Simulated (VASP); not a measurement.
GaSb3, 4 atoms in the cell. It takes space group C2/m (No. 12, monoclinic). The conventional cell has a = 6.980 Å, b = 6.980 Å, c = 5.004 Å, α = 90.00°, β = 134.22°, γ = 90.00°. Within 3.9 Å of Ga (site symmetry 2/m) lie 14 Sb at 2.98 to 3.59 Å. Sb (site symmetry 2) has 4 Ga at 2.98 to 3.12 Å and 10 Sb at 2.98 to 3.73 Å within 3.9 Å. Sb (site symmetry 2/m) has 8 Sb at 2.98 to 3.12 Å and 6 Ga at 3.49 to 3.59 Å within 3.9 Å.  This cell differs from its parent crystal: atoms displaced along a vibrational mode, the cell strained.

* Program: VASP 6.6.1
* Task: single point
* Functional: PBEsol
* Dispersion: D3(BJ)
* Potentials or basis: VASP PAW PBE potentials, release 64 (Ga_d, Sb)
* Cutoff: 520 eV
* k mesh: 10 × 10 × 10
* Occupations: gaussian, width 0.15 eV
* Spin: no spin polarisation
* Dipole correction: no
* Further INCAR settings: ALGO = Normal; EDIFF = 1e-06; NBANDS = 22

Potentials or basis: VASP PAW PBE potentials, release 64 (Ga_d, Sb).

The run is started by

```console
$ cat potpaw_PBE.64/Ga_d/POTCAR potpaw_PBE.64/Sb/POTCAR > POTCAR
$ mpirun -np 1 vasp_std > vasp.out
```

Hardware: 1 thread of Intel(R) Xeon(R) 6975P-C (Granite Rapids) (shared host).

Q: Estimate the wall time of this run.

A: It took 3.5 min on 1 thread of Intel(R) Xeon(R) 6975P-C (Granite Rapids) (shared host), peak memory 0.62 GiB. Counts: scf iterations 11, k points 282.
